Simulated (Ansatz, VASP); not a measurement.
**Al5BN6 in VASP and in Ansatz**

File INCAR:

```
SYSTEM = Al5BN6
ALGO = Normal
EDIFF = 1E-6
ENCUT = 520
GGA = PE
ISIF = 2
ISMEAR = 0
LASPH = .TRUE.
LCHARG = .FALSE.
LREAL = .FALSE.
LWAVE = .FALSE.
NBANDS = 36
NELM = 80
PREC = Accurate
SIGMA = 0.1
```

Contents of KPOINTS:

```
k-points
0
G
  6 6 1
  0 0 0
```

Contents of POSCAR:

```
Al5BN6
1.0
    3.2639541000      0.0000000000      0.0000000000
   -1.6319770500      2.8266671700      0.0000000000
    0.0000000000      0.0000000000     15.9900441800
Al B N
5 1 6
Direct
    0.0000000000      0.0000000000      0.0000000000
    0.3333333300      0.6666666700      0.8333333300
    0.6666666700      0.3333333300      0.6666666700
    0.3333333300      0.6666666700      0.3333333300
    0.6666666700      0.3333333300      0.1666666700
    0.0000000000      0.0000000000      0.5000000000
    0.6666666700      0.3333333300      0.9166666700
    0.0000000000      0.0000000000      0.7500000000
    0.3333333300      0.6666666700      0.5833333300
    0.6666666700      0.3333333300      0.4166666700
    0.0000000000      0.0000000000      0.2500000000
    0.3333333300      0.6666666700      0.0833333300
```

Input for Ansatz:

```yaml
crystal:
  lattice:
    - [3.2639541, 0.0, 0.0]
    - [-1.63197705, 2.82666717, 0.0]
    - [0.0, 0.0, 15.99004418]
  atoms:
    - { symbol: Al, position: [0.0, 0.0, 0.0] }
    - { symbol: Al, position: [0.33333333, 0.66666667, 0.83333333] }
    - { symbol: Al, position: [0.66666667, 0.33333333, 0.66666667] }
    - { symbol: Al, position: [0.33333333, 0.66666667, 0.33333333] }
    - { symbol: Al, position: [0.66666667, 0.33333333, 0.16666667] }
    - { symbol: B, position: [0.0, 0.0, 0.5] }
    - { symbol: "N", position: [0.66666667, 0.33333333, 0.91666667] }
    - { symbol: "N", position: [0.0, 0.0, 0.75] }
    - { symbol: "N", position: [0.33333333, 0.66666667, 0.58333333] }
    - { symbol: "N", position: [0.66666667, 0.33333333, 0.41666667] }
    - { symbol: "N", position: [0.0, 0.0, 0.25] }
    - { symbol: "N", position: [0.33333333, 0.66666667, 0.08333333] }
basis:
  ecutwfc: 420
kpoints:
  mp_grid: { grid: [6, 6, 1] }
hamiltonian:
  xc: pbe
scf:
  occupations: { method: gaussian, width: 0.1 }
  lower_state_search: "off"
output:
  forces: true
  stress: true
  eigenvalues: true
```

Alike in both runs: task single point; functional PBE; k mesh 6 × 6 × 1; occupations gaussian, width 0.1 eV; no spin polarisation.

|  | VASP | Ansatz |
| --- | --- | --- |
| version | VASP 6.6.1 | Ansatz 0.2.0 |
| potentials or method | VASP PAW PBE potentials, release 64 (Al, B, N), cutoff 520 eV | scalar-relativistic, plane waves, PAW |
| valence electrons in the cell | 48 | 48 |

|  | VASP | Ansatz | Ansatz less VASP |
| --- | --- | --- | --- |
| gap on the k mesh at the Fermi level (eV) | none | none | - |
| rms of the force components (eV/Å) | 0.087 | 0.087 | +0.0004 |

Atom by atom the forces differ by 0.000 eV/Å (rms over components). A gap of «none» marks a metal or a gap that the smearing closes.

The k mesh is coarse, so the values compare programs but aren't converged.
